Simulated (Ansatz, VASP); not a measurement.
Al in VASP and in Ansatz

File INCAR:

```
PREC = Accurate ; ENCUT = 520
EDIFF = 1E-6 ; ISMEAR = 0
SIGMA = 0.15 ; LREAL = F
LASPH = T ; NELM = 60
ALGO = Fast ; ISIF = 2
LWAVE = F ; LCHARG = F
GGA = PE ; IVDW = 12
NBANDS = 14
```

The input KPOINTS:

```
Automatic mesh
0
Gamma
  18 18 6
```

File POSCAR:

```
Al
1.0
    2.8450257636      0.0000000000      0.0000000000
   -1.4225128818      2.4638645857      0.0000000000
    0.0000000000      0.0000000000      9.0463284205
Al
4
Direct
    0.0000000000      0.0000000000      0.0000000000
    0.3333333333      0.6666666667      0.2500000000
    0.0000000000      0.0000000000      0.5000000000
    0.6666666667      0.3333333333      0.7500000000
```

Input for Ansatz:

```yaml
crystal:
  lattice:
    - [2.8450257636, 0.0, 0.0]
    - [-1.4225128818, 2.4638645857, 0.0]
    - [0.0, 0.0, 9.0463284205]
  atoms:
    - { symbol: Al, position: [0.0, 0.0, 0.0] }
    - { symbol: Al, position: [0.3333333333, 0.6666666667, 0.25] }
    - { symbol: Al, position: [0.0, 0.0, 0.5] }
    - { symbol: Al, position: [0.6666666667, 0.3333333333, 0.75] }
basis:
  ecutwfc: 420
kpoints:
  mp_grid: { grid: [18, 18, 6] }
hamiltonian:
  xc: pbe
  dispersion: d3bj
scf:
  occupations: { method: gaussian, width: 0.15 }
output:
  forces: true
  stress: true
  eigenvalues: true
```

Alike in both runs: task single point; functional PBE; dispersion D3(BJ); k mesh 18 × 18 × 6; occupations gaussian, width 0.15 eV; no spin polarisation.

|  | VASP | Ansatz |
| --- | --- | --- |
| version | VASP 6.6.1 | Ansatz 0.2.0 |
| potentials or method | VASP PAW PBE potentials, release 64 (Al), cutoff 520 eV | scalar-relativistic, plane waves, PAW |
| valence electrons in the cell | 12 | 12 |

```tsv
	VASP	Ansatz	Ansatz less VASP
gap on the k mesh at the Fermi level (eV)	none	none	-
pressure (GPa)	0.0	0.0	+0.04
traceless stress, the component that is largest in VASP (GPa)	2.10	2.10	-0.002
```

A gap of «none» marks a metal or a gap that the smearing closes.
